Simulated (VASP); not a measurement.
Input of a VASP 6.6.1 run:

INCAR

```
SYSTEM = Be2C
PREC = Accurate ; ENCUT = 660
EDIFF = 1E-8 ; ISMEAR = 0
SIGMA = 0.01 ; LREAL = .False.
LASPH = .True. ; NELM = 120
ALGO = Normal ; ISIF = 2
LWAVE = .False. ; LCHARG = .False.
METAGGA = R2SCAN ; LMIXTAU = .True.
IBRION = 6 ; NFREE = 2
POTIM = 0.015 ; NSW = 1
GGA_COMPAT = .False.
```

KPOINTS

```
regular mesh
0
Gamma
  10 10 10
  0 0 0
```

Contents of POSCAR:

```
Be2C
1.0
    2.1285248950      2.1285248950      0.0000000000
   -2.1285248950      2.1285248950      0.0000000000
    0.0000000000      2.1285248950      2.1285248950
Be C
2 1
Direct
    0.2500000000      0.7500000000      0.5000000000
    0.7500000000      0.2500000000      0.5000000000
    0.0000000000      0.0000000000      0.0000000000
```

Potentials or basis: VASP PAW PBE potentials, release 64 (Be, C).

Command:

```bash
$ cat potpaw_PBE.64/Be/POTCAR potpaw_PBE.64/C/POTCAR > POTCAR
$ mpirun -np 1 vasp_std > vasp.out
```

Question: Predict the highest phonon frequency at Γ.

Answer: 747 cm⁻¹.

Phonon frequencies in cm⁻¹ (negative: imaginary):
```
              q point                    frequencies
(0.000, 0.000, 0.000)  0 0 0 690 690 690 747 747 747
```

Caveat: the cell stands under pressure or tension, which shifts response properties.
